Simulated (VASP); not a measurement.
A run of VASP 6.6.1 is set up as follows.

The input INCAR:

```
PREC = Accurate
ENCUT = 520
EDIFF = 1E-6
ISMEAR = 0
SIGMA = 0.1
LREAL = False
LASPH = True
NELM = 80
ALGO = Normal
ISIF = 2
LWAVE = False
LCHARG = False
GGA = PS
NBANDS = 11
```

File KPOINTS:

```
regular mesh
0
Gamma
  6 6 6
```

File POSCAR:

```
Si
1.0
    0.0000000000      2.7185000000      2.7185000000
    2.7185000000      0.0000000000      2.7185000000
    2.7185000000      2.7185000000      0.0000000000
Si
2
Direct
    0.5000000000      0.5000000000      0.5000000000
    0.7500000000      0.7500000000      0.7500000000
```

Potentials or basis: VASP PAW PBE potentials, release 64 (Si).

Run with:

```sh
$ cat potpaw_PBE.64/Si/POTCAR > POTCAR
$ mpirun -np 1 vasp_std > vasp.out
```

Q: What does it give for the band gap on the k mesh?

A: 0.59 eV, indirect (least direct gap 2.51 eV).

Q: Predict the pressure.

A: 0.0 GPa.

Caveat: the PAW data sets were made with another functional, which shifts forces and pressure a little. As with any semilocal functional, this PBEsol gap is likely too small.
